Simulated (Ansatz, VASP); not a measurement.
**Hf3OF3 in VASP and in Ansatz**

```
CELL_PARAMETERS angstrom
4.75868 0.00000 0.00000
0.00000 4.75868 0.00000
0.00000 0.00000 4.75868
ATOMIC_POSITIONS crystal
Hf 0.50000 0.00000 0.00000
Hf 0.00000 0.50000 0.00000
Hf 0.00000 0.00000 0.50000
O 0.00000 0.00000 0.00000
F 0.00000 0.50000 0.50000
F 0.50000 0.00000 0.50000
F 0.50000 0.50000 0.00000
```

Change from the starting cell: species swapped into the Ca3AsBr3 type (Pm-3m, No. 221).

Alike in both runs: task relaxation of cell and atoms; functional PBE; k mesh 4 × 4 × 4; occupations gaussian, width 0.1 eV; no spin polarisation.

```csv
,VASP,Ansatz
version,VASP 6.6.1,Ansatz 0.2.0
potentials or method,"VASP PAW PBE potentials, release 64 (Hf_pv, O, F), cutoff 600 eV","scalar-relativistic, plane waves, PAW"
valence electrons in the cell,57,105
```

Ansatz gave:

| Item | Value |
| --- | --- |
| gap on the k mesh at the Fermi level, each at its own relaxed structure (eV) | none |
| relaxed volume (Å³/atom) | 14.44 |
| relaxed cell length with the largest relative difference (Å) | 4.658 |

Question: Which values does VASP return?

Answer: gap on the k mesh at the Fermi level, each at its own relaxed structure (eV): none; relaxed volume (Å³/atom): 14.17; relaxed cell length with the largest relative difference (Å): 4.629.

A gap of «none» marks a metal or a gap that the smearing closes. VASP's potentials hold 57 valence electrons a cell and Ansatz's 105, so a difference there can come from the potentials and not from the codes.

Neither program's run includes spin-orbit coupling.
